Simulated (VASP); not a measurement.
Runs of VASP 6.6.1 on Mg5ZrN2. The structure is that of space group P-3m1 (No. 164), or close to it. The cells are those of the table. 

| cell | k mesh | cutoff (eV) | smearing | gap on the mesh (eV) | pressure (GPa) | largest force (eV/Å) |
| --- | --- | --- | --- | --- | --- | --- |
| a = 3.213, b = 3.213, c = 15.369 Å, angles 90.0, 90.0, 120.0°, 8 atoms | 12 × 12 × 2 | 520 | gaussian 0.1 eV | none | -0.1 | 0.02 |
| a = 3.213, b = 3.213, c = 15.369 Å, angles 90.0, 90.0, 120.0°, 8 atoms | 6 × 6 × 2 | 600 | gaussian 0.2 eV | none | -0.2 | 0.06 |
| a = 3.214, b = 3.214, c = 15.476 Å, angles 90.0, 90.0, 120.0°, 8 atoms | 6 × 6 × 1 | 600 | gaussian 0.1 eV | none | -0.4 | 0.03 |
| a = 3.214, b = 3.214, c = 15.476 Å, angles 90.0, 90.0, 120.0°, 8 atoms | 6 × 6 × 2 | 600 | gaussian 0.2 eV | none | (a) | (b) |

Alike in all rows: task single point; level PBE; potentials or basis VASP PAW PBE potentials, release 64 (Mg, Zr_sv, N); no spin polarisation.

Q: Estimate the missing entries.

A: (a) -0.5; (b) 0.07.

Caveats: some runs use coarse meshes.

A k mesh can miss the band edges, and the runs leave out spin-orbit coupling on Zr.

A gap of «none» marks levels without a gap at the run's occupations.
